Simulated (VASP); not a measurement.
# InSbTe3 (Pm-3m) in VASP: further runs

InSbTe3 is run at these levels: PBE; tasks: single point, relaxation of cell and atoms.

Everything below comes from runs of VASP 6.6.1. Logs are shortened: lines on timing, memory, paths and dates and some standing lists are left out, and cuts for length are marked.

## 1. The cell of the first run

It takes space group Pm-3m (No. 221, cubic). The conventional cell has a = 5.187 Å, b = 5.187 Å, c = 5.187 Å, α = 90.00°, β = 90.00°, γ = 90.00°. In (site symmetry m-3m) has 12 Te at 3.67 Å and 8 Sb at 4.49 Å within 4.8 Å. Sb (site symmetry m-3m) has 6 Te at 2.59 Å within 3.4 Å. Within 3.4 Å of Te (site symmetry 4/mmm) lie 2 Sb at 2.59 Å.

The cell was built from a structure type or drawn by symmetry, and may not be a known phase.

## 2. Single point, PBE

Input file INCAR:

```
SYSTEM = InSbTe3
ALGO = Normal
EDIFF = 1E-6
ENCUT = 520
GGA = PE
ISIF = 2
ISMEAR = 0
LASPH = .TRUE.
LCHARG = .TRUE.
LELF = .TRUE.
LREAL = .FALSE.
LVHAR = .TRUE.
LWAVE = .FALSE.
NBANDS = 26
NELM = 60
PREC = Accurate
SIGMA = 0.1
```

Input file KPOINTS:

```
k-points
0
G
  4 4 4
  0 0 0
```

Input file POSCAR:

```
InSbTe3
1.0
    5.1873383900      0.0000000000      0.0000000000
    0.0000000000      5.1873383900      0.0000000000
    0.0000000000      0.0000000000      5.1873383900
In Sb Te
1 1 3
Direct
    0.5000000000      0.5000000000      0.5000000000
    0.0000000000      0.0000000000      0.0000000000
    0.5000000000      0.0000000000      0.0000000000
    0.0000000000      0.5000000000      0.0000000000
    0.0000000000      0.0000000000      0.5000000000
```

Potentials or basis: VASP PAW PBE potentials, release 64 (In_d, Sb, Te).

On the command line:

```sh
$ cat potpaw_PBE.64/In_d/POTCAR potpaw_PBE.64/Sb/POTCAR potpaw_PBE.64/Te/POTCAR > POTCAR
$ mpirun -np 1 vasp_std > vasp.out
```

OUTCAR:

```text
SYSTEM = InSbTe3
   EDIFF = 1E-6
   ENCUT = 520
   GGA = PE
   ISIF = 2
   ISMEAR = 0
   LASPH = .TRUE.
   LREAL = .FALSE.
   NELM = 60
   PREC = Accurate

 ion  position               nearest neighbor table
   1  0.500  0.500  0.500-   3 3.67   4 3.67   5 3.67   3 3.67   4 3.67   3 3.67   5 3.67   3 3.67
                             4 3.67   5 3.67   4 3.67   5 3.67
   2  0.000  0.000  0.000-   3 2.59   4 2.59   5 2.59   5 2.59   4 2.59   3 2.59
   3  0.500  0.000  0.000-   2 2.59   2 2.59   4 3.67   5 3.67   1 3.67   5 3.67   1 3.67   4 3.67
                             1 3.67   1 3.67   4 3.67   5 3.67   5 3.67   4 3.67
   4  0.000  0.500  0.000-   2 2.59   2 2.59   3 3.67   5 3.67   1 3.67   5 3.67   1 3.67   3 3.67
                             5 3.67   5 3.67   1 3.67   3 3.67   1 3.67   3 3.67
   5  0.000  0.000  0.500-   2 2.59   2 2.59   3 3.67   4 3.67   1 3.67   3 3.67   4 3.67   1 3.67
                             4 3.67   4 3.67   1 3.67   3 3.67   3 3.67   1 3.67

  LATTYP: Found a simple cubic cell.
 ALAT       =     5.1873383900

  Lattice vectors:

 A1 = (   5.1873383900,   0.0000000000,   0.0000000000)
 A2 = (   0.0000000000,   5.1873383900,   0.0000000000)
 A3 = (   0.0000000000,   0.0000000000,   5.1873383900)

Analysis of symmetry for initial positions (statically):
=====================================================================
 Subroutine PRICEL returns:
 Original cell was already a primitive cell.

 Routine SETGRP: Setting up the symmetry group for a
 simple cubic supercell.

 Subroutine GETGRP returns: Found 48 space group operations
 (whereof 48 operations were pure point group operations)
 out of a pool of 48 trial point group operations.

The static configuration has the point symmetry O_h .

Analysis of symmetry for dynamics (positions and initial velocities):
=====================================================================
 Subroutine PRICEL returns:
 Original cell was already a primitive cell.

 Routine SETGRP: Setting up the symmetry group for a
 simple cubic supercell.

 Subroutine GETGRP returns: Found 48 space group operations
 (whereof 48 operations were pure point group operations)
 out of a pool of 48 trial point group operations.

The dynamic configuration has the point symmetry O_h .

 Subroutine INISYM returns: Found 48 space group operations
 (whereof 48 operations are pure point group operations),
 and found     1 'primitive' translations

----------------------------------------------------------------------------------------

                                     Primitive cell

  volume of cell :     139.5834

  direct lattice vectors                    reciprocal lattice vectors
     5.187338390  0.000000000  0.000000000     0.192777090  0.000000000  0.000000000
     0.000000000  5.187338390  0.000000000     0.000000000  0.192777090  0.000000000
     0.000000000  0.000000000  5.187338390     0.000000000  0.000000000  0.192777090

  length of vectors
     5.187338390  5.187338390  5.187338390     0.192777090  0.192777090  0.192777090

  position of ions in fractional coordinates (direct lattice)
     0.500000000  0.500000000  0.500000000
     0.000000000  0.000000000  0.000000000
     0.500000000  0.000000000  0.000000000
     0.000000000  0.500000000  0.000000000
     0.000000000  0.000000000  0.500000000

  ion indices of the primitive-cell ions
   primitive index   ion index
                 1           1
                 2           2
                 3           3
                 4           4
                 5           5

----------------------------------------------------------------------------------------

 KPOINTS: k-points

Automatic generation of k-mesh.
 Grid dimensions read from file:
 generate k-points for:    4    4    4

 Generating k-lattice:

  Cartesian coordinates                     Fractional coordinates (reciprocal lattice)
     0.048194273  0.000000000  0.000000000     0.250000000  0.000000000  0.000000000
     0.000000000  0.048194273  0.000000000     0.000000000  0.250000000  0.000000000
     0.000000000  0.000000000  0.048194273     0.000000000  0.000000000  0.250000000

  Length of vectors
     0.048194273  0.048194273  0.048194273

  Shift w.r.t. Gamma in fractional coordinates (k-lattice)
     0.000000000  0.000000000  0.000000000

 Subroutine IBZKPT returns following result:
 ===========================================

 Found     10 irreducible k-points:

 Following reciprocal coordinates:
            Coordinates               Weight
  0.000000  0.000000  0.000000      1.000000
  0.250000  0.000000  0.000000      6.000000
  0.500000  0.000000  0.000000      3.000000
  0.250000  0.250000  0.000000     12.000000
  0.500000  0.250000  0.000000     12.000000
  0.500000  0.500000  0.000000      3.000000
  0.250000  0.250000  0.250000      8.000000
  0.500000  0.250000  0.250000     12.000000
  0.500000  0.500000  0.250000      6.000000
  0.500000  0.500000  0.500000      1.000000
   k-points           NKPTS =     10   k-points in BZ     NKDIM =     10   number of bands    NBANDS=     26
   number of dos      NEDOS =    301   number of ions     NIONS =      5
   total plane-waves  NPLWV =  64000
   dimension x,y,z NGX =    40 NGY =   40 NGZ =   40
   dimension x,y,z NGXF=    80 NGYF=   80 NGZF=   80
   ions per type =               1   1   3
   NGX,Y,Z   is equivalent  to a cutoff of  12.82, 12.82, 12.82 a.u.
   NGXF,Y,Z  is equivalent  to a cutoff of  25.64, 25.64, 25.64 a.u.
 SYSTEM =  InSbTe3
   PREC   = accura    normal or accurate (medium, high low for compatibility)
   ISTART =      0    job   : 0-new  1-cont  2-samecut
   ICHARG =      2    charge: 1-file 2-atom 10-const
   ISPIN  =      1    spin polarized calculation?
   LNONCOLLINEAR =      F non collinear calculations
   LSORBIT =      F    spin-orbit coupling
   LASPH  =      T    aspherical Exc in radial PAW
   ENCUT  =  520.0 eV  38.22 Ry    6.18 a.u.   9.65  9.65  9.65*2*pi/ulx,y,z
   NELM   =     60;   NELMIN=  2; NELMDL= -5     # of ELM steps
   EDIFF  = 0.1E-05   stopping-criterion for ELM
   LREAL  =      F    real-space projection
   EDIFFG = 0.1E-04   stopping-criterion for IOM
   NSW    =      0    number of steps for IOM
   IBRION =     -1    ionic relax: 0-MD 1-quasi-New 2-CG
   NFREE  =      0    steps in history (QN), initial steepest desc. (CG)
   ISIF   =      2    stress and relaxation
   ISYM   =      2    0-nonsym 1-usesym 2-fastsym
   POTIM  = 0.5000    time-step for ionic-motion
   TEBEG  =    0.0;   TEEND  =   0.0 temperature during run
   PSTRESS=    0.0 pullay stress
   NELECT =      36.0000    total number of electrons
   NUPDOWN=      -1.0000    fix difference up-down
   EMIN   =  10.00;   EMAX   =-10.00  energy-range for DOS
   EFERMI =   0.00;   METHOD = LEGACY
   ISMEAR =     0;   SIGMA  =   0.10  broadening in eV -4-tet -1-fermi 0-gaus
   EFERMI_NEDOS =   21; number of points for ismear=-14 and -15
   IALGO  =     38    algorithm
   IMIX   =      4    mixing-type and parameters
     AMIX     =   0.40;   BMIX     =  1.00
     AMIX_MAG =   1.60;   BMIX_MAG =  1.00
  volume/ion in A,a.u.               =      27.92       188.39
  Fermi-wavevector in a.u.,A,eV,Ry     =   1.042072  1.969231 14.774759  1.085914
  Thomas-Fermi vector in A             =   2.176721
   LORBIT       =      0    0 simple, 1 ext, 2 COOP (PROOUT), +10 PAW based schemes
   GGA     = PE    functional components
   LHFCALC =     F    Hartree Fock is set to
   AEXX    =    0.0000 exact exchange contribution
   IVDW    =     0    specifies the selected vdW correction
   LEPSILON=     F    determine dielectric tensor
   LRPA    =     F    only Hartree local field effects (RPA)
 non-spin polarized calculation
 Gauss-broadening in eV      SIGMA  =   0.10
  energy-cutoff  :      520.00
  volume of cell :      139.58
 maximum number of plane-waves:      3840
 NGX is ok and might be reduce to    40
   NGX = 19   NGY = 19   NGZ = 19

 number of electron      35.9999988 magnetization

 Free energy of the ion-electron system (eV)
  ---------------------------------------------------
  ext. energy  EPLUGINS =         0.00000000
  ---------------------------------------------------
  free energy    TOTEN  =       -11.76730598 eV

  energy without entropy =      -11.74566245  energy(sigma->0) =      -11.75648421

 E-fermi :   7.6279     XC(G=0):  -9.8456

 val. band max:        7.6019106418   @ k =   0.2500   0.0000   0.0000
 cond. band min:       7.7288642101   @ k =   0.2500   0.2500   0.0000
 fundamental gap:      0.1269535683
 Fermi energy:         7.6279109310

 k-point     1 :       0.0000    0.0000    0.0000
  band No.  band energies     occupation
      1      -7.4385      2.00000
      2      -6.7000      2.00000
      3      -6.7000      2.00000
      4      -6.6941      2.00000
      5      -6.6941      2.00000
      6      -6.6941      2.00000
[... 18 lines left out ...]
     25      12.1813      0.00000
     26      12.1813      0.00000

 k-point     2 :       0.2500    0.0000    0.0000
  band No.  band energies     occupation
      1      -7.2240      2.00000
      2      -6.6981      2.00000
      3      -6.6973      2.00000
      4      -6.6960      2.00000
      5      -6.6960      2.00000
      6      -6.6941      2.00000
[... 18 lines left out ...]
     25      12.5931      0.00000
     26      12.9217      0.00000

 k-point     3 :       0.5000    0.0000    0.0000
  band No.  band energies     occupation
      1      -6.9305      2.00000
      2      -6.6979      2.00000
      3      -6.6979      2.00000
      4      -6.6962      2.00000
      5      -6.6950      2.00000
      6      -6.6940      2.00000
[... 166 lines left out ...]
 k-point     9 :       0.5000    0.5000    0.2500
  band No.  band energies     occupation
      1      -6.7294      2.00000
      2      -6.7052      2.00000
      3      -6.7052      2.00000
      4      -6.6902      2.00000
      5      -6.6875      2.00000
      6      -5.9367      2.00000
[... 18 lines left out ...]
     25      12.8627      0.00000
     26      14.6006      0.00000

 k-point    10 :       0.5000    0.5000    0.5000
  band No.  band energies     occupation
      1      -6.7129      2.00000
      2      -6.7129      2.00000
      3      -6.7129      2.00000
      4      -6.6872      2.00000
      5      -6.6872      2.00000
      6      -5.3104      2.00000
[... 18 lines left out ...]
     25      12.1300      0.00000
     26      14.1154      0.00000

------------------------ aborting loop because EDIFF is reached ----------------------------------------

  FORCE on cell =-STRESS in cart. coord.  units (eV):
  Direction    XX          YY          ZZ          XY          YZ          ZX
  --------------------------------------------------------------------------------------
  -------------------------------------------------------------------------------------
  Total       18.5778157     18.5778157     18.5778157     -0.0000000      0.0000000      0.0000000
  in kB      213.2413849    213.2413849    213.2413849     -0.0000000      0.0000000      0.0000000
  external PRESSURE =     213.2413849 kB  Pullay stress =       0.0000000 kB

 VOLUME and BASIS-vectors are now :
 -----------------------------------------------------------------------------
  energy-cutoff  :      520.00
  volume of cell :      139.58
      direct lattice vectors                 reciprocal lattice vectors
     5.187338390  0.000000000  0.000000000     0.192777090  0.000000000  0.000000000
     0.000000000  5.187338390  0.000000000     0.000000000  0.192777090  0.000000000
     0.000000000  0.000000000  5.187338390     0.000000000  0.000000000  0.192777090

 POSITION                                       TOTAL-FORCE (eV/Angst)
 -----------------------------------------------------------------------------------
      2.59367      2.59367      2.59367         0.000000      0.000000      0.000000
      0.00000      0.00000      0.00000         0.000000      0.000000      0.000000
      2.59367      0.00000      0.00000         0.000000      0.000000      0.000000
      0.00000      2.59367      0.00000         0.000000      0.000000      0.000000
      0.00000      0.00000      2.59367         0.000000      0.000000      0.000000
 -----------------------------------------------------------------------------------
    total drift:                               -0.000000      0.000000     -0.000000

  FREE ENERGIE OF THE ION-ELECTRON SYSTEM (eV)
  ---------------------------------------------------
  free  energy   TOTEN  =       -11.7673059819 eV

  energy  without entropy=      -11.7456624451  energy(sigma->0) =      -11.75648421
```

It took 77 s on 1 thread of Intel Xeon 8259CL, shared host; peak memory 0.26 GiB.

Results:

| Quantity | Value |
| --- | --- |
| Free energy | -11.7673 eV |
| Pressure | 21.3 GPa |
| Band gap on the k mesh | zero (bands 18 and 19 overlap by 1.88 eV) |

Caveat: the cell stands under pressure; spin-orbit coupling is left out, which moves the levels of the heavy elements.

## 3. Single point, PBE

This run uses another cell than the first one, of 39.17 Å³/atom.

Input file INCAR:

```
SYSTEM = InSbTe3
PREC = Accurate
ENCUT = 520
EDIFF = 1E-7
ISMEAR = 0
SIGMA = 0.1
LREAL = .False.
LASPH = .True.
NELM = 100
ALGO = Normal
ISIF = 2
LWAVE = .False.
LCHARG = .False.
GGA = PE
NBANDS = 26
```

Input file KPOINTS:

```
regular mesh
0
Gamma
  4 4 4
  0 0 0
```

POSCAR: that of step 2 with these lines changed.

```diff
@@ -2,5 +2,5 @@
 1.0
-    5.1873383900      0.0000000000      0.0000000000
-    0.0000000000      5.1873383900      0.0000000000
-    0.0000000000      0.0000000000      5.1873383900
+    5.8072405669      0.0000000000      0.0000000000
+    0.0000000000      5.8072405669      0.0000000000
+    0.0000000000      0.0000000000      5.8072405669
 In Sb Te
```

Potentials or basis: VASP PAW PBE potentials, release 64 (In_d, Sb, Te).

On the command line:

```sh
$ cat potpaw_PBE.64/In_d/POTCAR potpaw_PBE.64/Sb/POTCAR potpaw_PBE.64/Te/POTCAR > POTCAR
$ mpirun -np 1 vasp_std > vasp.out
```

Wall time 1.9 min (1 thread of Intel Xeon 8259CL, shared host); peak memory 0.34 GiB.

It converged, with:

```
Free energy            : -14.5520 eV
Pressure               : 0.3 GPa
Band gap on the k mesh : zero (bands 18 and 19 overlap by 1.11 eV)
```

Levels at points of the mesh, in eV from the Fermi level:
| k point | band 14 | band 15 | band 16 | band 17 | band 18 | band 19 | band 20 | band 21 | band 22 | band 23 |
| --- | --- | --- | --- | --- | --- | --- | --- | --- | --- | --- |
| (0.00, 0.00, 0.00) | -0.68 | -0.68 | -0.68 | -0.48 | -0.48 | -0.48 | 3.79 | 3.79 | 3.79 | 4.36 |
| (0.50, 0.00, 0.00) | -1.30 | -1.16 | -0.82 | -0.43 | -0.43 | -0.08 | 1.55 | 2.16 | 3.11 | 3.11 |
| (0.50, 0.50, 0.00) | -1.36 | -1.10 | -1.10 | -0.81 | 0.57 | 0.57 | 0.62 | 0.78 | 2.16 | 3.51 |
| (0.50, 0.50, 0.50) | -0.79 | -0.79 | 0.23 | 0.23 | 0.23 | 0.64 | 0.64 | 0.64 | 1.60 | 3.88 |

Caveat: spin-orbit coupling is left out, which moves the levels of the heavy elements.

## 4. Relaxation of cell and atoms, PBE

Input file INCAR:

```
PREC = Accurate
ENCUT = 600
EDIFF = 1E-6
ISMEAR = 0
SIGMA = 0.1
LREAL = False
LASPH = True
NELM = 80
ALGO = Normal
ISIF = 3
LWAVE = False
LCHARG = False
GGA = PE
IBRION = 2
NSW = 90
EDIFFG = -0.04
```

Input file KPOINTS:

```
regular mesh
0
Gamma
  4 4 4
```

POSCAR: that of step 3 with these lines changed.

```diff
@@ -2,5 +2,5 @@
 1.0
-    5.8072405669      0.0000000000      0.0000000000
-    0.0000000000      5.8072405669      0.0000000000
-    0.0000000000      0.0000000000      5.8072405669
+    5.1873383900      0.0000000000      0.0000000000
+    0.0000000000      5.1873383900      0.0000000000
+    0.0000000000      0.0000000000      5.1873383900
 In Sb Te
```

On the command line:

```sh
$ cat potpaw_PBE.64/In_d/POTCAR potpaw_PBE.64/Sb/POTCAR potpaw_PBE.64/Te/POTCAR > POTCAR
$ mpirun -np 1 vasp_std > vasp.out
```

It took 4 min on 1 thread of Intel Xeon 8259CL, shared host; peak memory 0.29 GiB.

It converged, with:

| Property | Result |
| --- | --- |
| Free energy | -14.5503 eV |
| Relaxed volume | 39.79 Å³/atom |
| Relaxed cell | a = 5.838 Å, b = 5.838 Å, c = 5.838 Å, α = 90.00°, β = 90.00°, γ = 90.00° |
| Space group after relaxing (to 0.1 Å) | Pm-3m (No. 221) |
| Energy gained by relaxing | 556.6 meV/atom |
| Ionic steps | 4 |
| Pressure after relaxing | -0.1 GPa |
| Band gap on the k mesh | zero (bands 18 and 19 overlap by 1.08 eV) |

Step by step:
```csv
step,energy change (eV),largest force (eV/Å),pressure (GPa),volume (Å³)
1,0.0000,0.0000,21.33,139.58
2,-2.4884,0.0000,-2.72,228.93
3,-2.7800,0.0000,0.36,195.72
4,-2.7828,0.0000,-0.07,198.95
```

Final structure:
```cif
data_structure
_symmetry_space_group_name_H-M 'P 1'
_symmetry_Int_Tables_number 1
_cell_length_a 5.8378
_cell_length_b 5.8378
_cell_length_c 5.8378
_cell_angle_alpha 90.000
_cell_angle_beta 90.000
_cell_angle_gamma 90.000
_cell_volume 198.95
loop_
_atom_site_label
_atom_site_type_symbol
_atom_site_fract_x
_atom_site_fract_y
_atom_site_fract_z
_atom_site_occupancy
In1 In 0.50000 0.50000 0.50000 1
Sb1 Sb 0.00000 0.00000 0.00000 1
Te1 Te 0.50000 0.00000 0.00000 1
Te2 Te 0.00000 0.50000 0.00000 1
Te3 Te 0.00000 0.00000 0.50000 1
```

Levels at points of the mesh, in eV from the Fermi level:
| k point | band 14 | band 15 | band 16 | band 17 | band 18 | band 19 | band 20 | band 21 | band 22 |
| --- | --- | --- | --- | --- | --- | --- | --- | --- | --- |
| (0.00, 0.00, 0.00) | -0.66 | -0.66 | -0.66 | -0.46 | -0.46 | -0.46 | 3.75 | 3.75 | 3.75 |
| (0.50, 0.00, 0.00) | -1.26 | -1.16 | -0.79 | -0.41 | -0.41 | -0.09 | 1.52 | 2.15 | 3.09 |
| (0.50, 0.50, 0.00) | -1.35 | -1.07 | -1.07 | -0.79 | 0.58 | 0.58 | 0.61 | 0.74 | 2.17 |
| (0.50, 0.50, 0.50) | -0.77 | -0.77 | 0.23 | 0.23 | 0.23 | 0.63 | 0.63 | 0.63 | 1.53 |

Caveat: the volume moved by over 15 % at a fixed basis, so the end points are rough; spin-orbit coupling is left out, which moves the levels of the heavy elements.

## 5. Summary

```csv
task,cell,cutoff (eV),gap on the mesh (eV),pressure (GPa)
single point,"a = 5.187 Å, 5 atoms",520,none,21.3
single point,"a = 5.807 Å, 5 atoms",520,none,0.3
relaxation of cell and atoms,"relaxed from a = 5.187 Å, 5 atoms",600,none,-0.1
```

Alike in all rows: level PBE; potentials or basis VASP PAW PBE potentials, release 64 (In_d, Sb, Te); no spin polarisation; k mesh 4 × 4 × 4; smearing gaussian 0.1 eV.

Caveats: spin-orbit coupling is left out, which moves the levels of the heavy elements; the cell stands under pressure (at least some runs); the volume moved by over 15 % at a fixed basis, so the end points are rough (at least some runs).

Absolute energies hang on the potentials; compare differences alone.
